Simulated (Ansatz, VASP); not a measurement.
Ag: VASP beside Ansatz

```
Ag
1.0
     0.00000    2.05190    2.05190
     2.05190    0.00000    2.05190
     2.05190    2.05190    0.00000
Ag
1
Direct
  0.00000 0.00000 0.00000
```

Alike in both runs: functional r2SCAN; k mesh 13 × 13 × 13; occupations fermi-dirac, width 0.1 eV; no spin polarisation.

Ansatz relaxed the structure, and its values are those at the end. VASP's run is a single point on that final structure, the one shown.

```csv
,VASP,Ansatz
version,VASP 6.6.1,Ansatz 0.2.0
potentials or method,"VASP PAW PBE potentials, release 64 (Ag), cutoff 520 eV","plane waves (500 eV) with PAW, scalar-relativistic"
valence electrons in the cell,11,19
```

Ansatz gave:

- pressure (GPa): 0.0

Q: Which values does VASP return?

A: Pressure (GPa): 0.1.

VASP's potentials were made for PBE, not for r2SCAN. The functional is the same, so the differences come from potentials, cutoffs and numerics. VASP's potentials hold 11 valence electrons a cell and Ansatz's 19, so a difference there can come from the potentials and not from the codes.
